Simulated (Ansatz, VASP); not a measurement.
## Ta in VASP and in Ansatz

INCAR

```
  PREC = Accurate
  ENCUT = 600
  EDIFF = 1E-7
  ISMEAR = -1
  SIGMA = 0.03
  LREAL = F
  LASPH = T
  NELM = 100
  ALGO = Normal
  ISIF = 3
  LWAVE = F
  LCHARG = F
  GGA = PE
  IBRION = 2
  NSW = 100
  EDIFFG = -0.005
```

KPOINTS

```
Automatic mesh
0
Gamma
  9 9 9
```

Contents of POSCAR:

```
Ta
1.0
    0.0000000000      3.2195088072      3.2195088072
    3.2195088072      0.0000000000      3.2195088072
    3.2195088072      3.2195088072      0.0000000000
Ta
2
Direct
    0.0000000000      0.0000000000      0.0000000000
    0.2500000000      0.2500000000      0.2500000000
```

Input for Ansatz:

```yaml
crystal:
  lattice:
    - [0.0, 3.2195088072, 3.2195088072]
    - [3.2195088072, 0.0, 3.2195088072]
    - [3.2195088072, 3.2195088072, 0.0]
  atoms:
    - { symbol: Ta, position: [0.0, 0.0, 0.0] }
    - { symbol: Ta, position: [0.25, 0.25, 0.25] }
kpoints:
  mp_grid: { grid: [9, 9, 9] }
scf:
  occupations: { method: fermi_dirac, width: 0.03 }
hamiltonian:
  xc: pbe
  pseudopotentials: { kind: paw }
output:
  forces: true
  stress: true
relax:
  f_tol: 0.005
  max_steps: 80
  cell: {}
```

Alike in both runs: task relaxation of cell and atoms; functional PBE; k mesh 9 × 9 × 9; occupations fermi-dirac, width 0.03 eV; no spin polarisation.

|  | VASP | Ansatz |
| --- | --- | --- |
| version | VASP 6.6.1 | Ansatz 0.2.0 |
| potentials or method | VASP PAW PBE potentials, release 64 (Ta_pv) | PAW with Ansatz's default frozen-core files, scalar-relativistic |
| plane-wave cutoff (eV) | 600 | 420 |
| valence electrons in the cell | 22 | 26 |

```csv
,VASP,Ansatz,Ansatz less VASP
relaxed volume (Å³/atom),28.48,28.46,-0.019
relaxed cell length with the largest relative difference (Å),4.319,4.318,-0.0009
```

VASP's potentials hold 22 valence electrons a cell and Ansatz's 26, so a difference there can come from the potentials and not from the codes.

Spin-orbit coupling is off throughout.
